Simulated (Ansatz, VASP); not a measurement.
**Mg2Sn in VASP and in Ansatz**

The input POSCAR:

```
Mg2Sn
1.0
    0.0000000000      3.3845637800      3.3845637800
    3.3845637800      0.0000000000      3.3845637800
    3.3845637800      3.3845637800      0.0000000000
Sn Mg
1 2
Direct
    0.0000000000      0.0000000000      0.0000000000
    0.2500000000      0.2500000000      0.2500000000
    0.7500000000      0.7500000000      0.7500000000
```

File INCAR.step1:

```
SYSTEM = Mg2Sn
  ALGO = Normal
  EDIFF = 1E-5
  ENCUT = 660
  GGA = PE
  GGA_COMPAT = .False.
  ISMEAR = -1
  LASPH = .True.
  LCHARG = .False.
  LREAL = .False.
  LWAVE = .True.
  NBANDS = 16
  NELM = 120
  PREC = Accurate
  SIGMA = 0.0144
```

Contents of INCAR.step2:

```
SYSTEM = Mg2Sn
  ALGO = Normal
  EDIFF = 1E-6
  ENCUT = 660
  GGA_COMPAT = .False.
  ISIF = 2
  ISMEAR = -1
  ISTART = 1
  LASPH = .True.
  LCHARG = .False.
  LMIXTAU = .True.
  LREAL = .False.
  LWAVE = .False.
  METAGGA = R2SCAN
  NBANDS = 16
  NELM = 120
  PREC = Accurate
  SIGMA = 0.0144
```

Contents of KPOINTS:

```
k-points
0
Gamma
  7 7 7
  0 0 0
```

Input for Ansatz:

```yaml
crystal:
  lattice:
    - [0.0, 3.38456378, 3.38456378]
    - [3.38456378, 0.0, 3.38456378]
    - [3.38456378, 3.38456378, 0.0]
  atoms:
    - { symbol: Sn, position: [0.0, 0.0, 0.0] }
    - { symbol: Mg, position: [0.25, 0.25, 0.25] }
    - { symbol: Mg, position: [0.75, 0.75, 0.75] }
  symmetry: { tolerance: 0.0003 }
kpoints:
  mp_grid: { grid: [7, 7, 7], shift: [0, 0, 0] }
  band_path:
    path:
      - [0.0, 0.0, 0.0]
      - [0.5, 0.0, 0.5]
      - [0.625, 0.25, 0.625]
      - [0.375, 0.375, 0.75]
      - [0.0, 0.0, 0.0]
      - [0.5, 0.5, 0.5]
      - [0.5, 0.25, 0.75]
      - [0.5, 0.0, 0.5]
    npoints: 8
magnetization:
  spin_polarized: false
scf:
  occupations: { method: fermi_dirac, width: 0.0144 }
  lower_state_search: "off"
  max_iter: 200
hamiltonian:
  pseudopotentials: { kind: paw }
  xc: r2scan
basis:
  ecutwfc: 500
  fft_grid_basis: typed
output:
  forces: true
  stress: true
  eigenvalues: true
  bader: true
  populations: true
  elf: true
  write_potential: true
  volumetric_format: npy
  dos:
    e_range: [-12, 8]
    de: 0.05
    projected: { site_lists: { Mg: [Mg], Sn: [Sn] } }
checkpoint:
  read: saved_state
```

Alike in both runs: task single point; functional r2SCAN; k mesh 7 × 7 × 7; occupations fermi-dirac, width 0.0144 eV; no spin polarisation.

|  | VASP | Ansatz |
| --- | --- | --- |
| version | VASP 6.6.1 | Ansatz 0.2.0 |
| potentials or method | VASP PAW PBE potentials, release 64 (Sn_d, Mg), cutoff 660 eV | PAW plane waves |
| valence electrons in the cell | 18 | 34 |

```tsv
	VASP	Ansatz	Ansatz less VASP
pressure (GPa)	-0.4	-0.2	+0.18
```

VASP's potentials were made for PBE, not for r2SCAN. VASP's potentials hold 18 valence electrons a cell and Ansatz's 34, so a difference there can come from the potentials and not from the codes.
